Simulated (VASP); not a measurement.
The system is Cu.

```xyz
4
Lattice="2.4812 0.0000 0.0000 -1.2406 2.1488 0.0000 0.0000 0.0000 8.1549" Properties=species:S:1:pos:R:3 pbc="T T T"
Cu    0.0000    0.0000    0.0000
Cu    0.0000    0.0000    4.0775
Cu    0.0000    1.4325    2.0387
Cu    1.2406    0.7163    6.1162
```

Base run:

* Program: VASP 6.6.1
* Functional: LDA
* Potentials or basis: VASP PAW LDA potentials, release 64 (Cu)
* Cutoff: 520 eV
* k mesh: 11 × 11 × 3
* Occupations: methfessel-paxton, width 0.1 eV
* Spin: no spin polarisation

Its results: band gap on the k mesh zero (band 22 reaches 11.27 eV, above the bottom of band 23 at 6.56 eV); pressure 1.0 GPa.

The run is repeated on the same cell with these changes: potentials or basis from VASP PAW LDA potentials, release 64 (Cu) to VASP PAW LDA potentials, release 64 (Cu_sv_GW); cutoff from 520 eV to 700 eV; further incar settings from ALGO = Normal; EDIFF = 1e-06; NBANDS = 30 to ALGO = Normal; EDIFF = 1e-06; NBANDS = 46; valence electrons from 44 to 76. What comes out?

Band gap on the k mesh zero (band 38 reaches 11.10 eV, above the bottom of band 39 at 6.44 eV); pressure -4.4 GPa.
